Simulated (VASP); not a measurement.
Set up this calculation in VASP 6.6.1, as the native input.

```
Task                   : single point
Functional             : PBE
Potentials or basis    : VASP PAW PBE potentials, release 64 (Al)
Cutoff                 : 520 eV
k mesh                 : 14 × 14 × 14
Occupations            : fermi-dirac, width 0.05 eV
Spin                   : no spin polarisation
Dipole correction      : no
Further INCAR settings : ALGO = Normal; EDIFF = 1e-06; NBANDS = 8
```

The structure of Al lies in POSCAR:

```
Al
1.0
    0.0000000000      2.0037402000      2.0239800000
    2.0037402000      0.0000000000      2.0239800000
    2.0037402000      2.0037402000      0.0000000000
Al
1
Direct
    0.0000000000      0.0000000000      0.0000000000
```

This cell differs from its parent crystal: equal xx and yy strain of -1 %.

One way to write it, as run:

INCAR

```
PREC = Accurate ; ENCUT = 520
EDIFF = 1E-6 ; ISMEAR = -1
SIGMA = 0.05 ; LREAL = False
LASPH = True ; NELM = 100
ALGO = Normal ; ISIF = 2
LWAVE = False ; LCHARG = False
GGA = PE ; NBANDS = 8
```

KPOINTS

```
Automatic mesh
0
Gamma
  14 14 14
```

Potentials or basis: VASP PAW PBE potentials, release 64 (Al).

Command:

```console
$ cat potpaw_PBE.64/Al/POTCAR > POTCAR
$ mpirun -np 1 vasp_std > vasp.out
```

It gave:

```json
{"Pressure": "0.9 GPa"}
```

Caveat: the cell differs from its parent crystal (equal xx and yy strain of -1 %).

It took 9.4 s on 1 thread of Intel Xeon 6975P-C, on a shared host, peak memory 0.15 GiB.
